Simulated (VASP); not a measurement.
Write the native input for VASP 6.6.1 that does the following.

```
Task                   : single point
Functional             : r2SCAN
Potentials or basis    : VASP PAW PBE potentials, release 64 (Sn_d, Se)
Cutoff                 : 520 eV
k mesh                 : 6 × 6 × 3
Occupations            : gaussian, width 0.05 eV
Spin                   : no spin polarisation
Dipole correction      : no
Further INCAR settings : ALGO = Normal; EDIFF = 1e-06; NBANDS = 28
```

System: SnSe, a slab with vacuum.

```
Sn Se
1.0
    -4.28533    0.00000    0.00000
     0.00000   -4.28533    0.00000
     0.00000    0.00000   13.99069
Sn Se
2 2
Direct
  0.50000 0.00000 0.29241
  0.00000 0.50000 0.49316
  0.50000 0.00000 0.48394
  0.00000 0.50000 0.30163
```

This cell differs from its parent crystal: the distance across one plane changed.

These files were run (other wordings do the same):

POSCAR

```
SnSe
1.0
   -4.2853274191      0.0000000000      0.0000000000
    0.0000000000     -4.2853274191      0.0000000000
    0.0000000000      0.0000000000     13.9906921300
Sn Se
2 2
Direct
    0.5000000000      0.0000000000      0.2924126635
    0.0000000000      0.5000000000      0.4931590600
    0.5000000000      0.0000000000      0.4839432039
    0.0000000000      0.5000000000      0.3016285196
```

INCAR.step1

```
SYSTEM = SnSe
ALGO = Normal
EDIFF = 1E-4
ENCUT = 520
GGA = PE
ISMEAR = 0
LASPH = .TRUE.
LCHARG = .FALSE.
LREAL = .FALSE.
LWAVE = .TRUE.
NBANDS = 28
NELM = 100
PREC = Accurate
SIGMA = 0.05
```

INCAR.step2

```
SYSTEM = SnSe
ALGO = Normal
EDIFF = 1E-6
ENCUT = 520
ISIF = 2
ISMEAR = 0
ISTART = 1
LASPH = .TRUE.
LCHARG = .FALSE.
LMIXTAU = .TRUE.
LREAL = .FALSE.
LWAVE = .FALSE.
METAGGA = R2SCAN
NBANDS = 28
NELM = 100
PREC = Accurate
SIGMA = 0.05
```

KPOINTS

```
k-points
0
G
  6 6 3
  0 0 0
```

Potentials or basis: VASP PAW PBE potentials, release 64 (Sn_d, Se).

The run is started by

```console
$ cat potpaw_PBE.64/Sn_d/POTCAR potpaw_PBE.64/Se/POTCAR > POTCAR
$ cp INCAR.step1 INCAR
$ mpirun -np 1 vasp_std > vasp.out
$ cp INCAR.step2 INCAR
$ mpirun -np 1 vasp_std > vasp.out
```

Results of the run:

```
Largest force          : 0.018 eV/Å
Band gap on the k mesh : 1.77 eV
```

Caveat: the cell differs from its parent crystal (the distance across one plane changed); the PAW data sets were made with another functional, which shifts forces and pressure a little; spin-orbit coupling is left out, which moves the levels of the heavy elements.

Run time: 3.7 min on 1 thread of Intel(R) Xeon(R) 6975P-C (Granite Rapids), with other jobs on the host, peak memory 0.43 GiB.
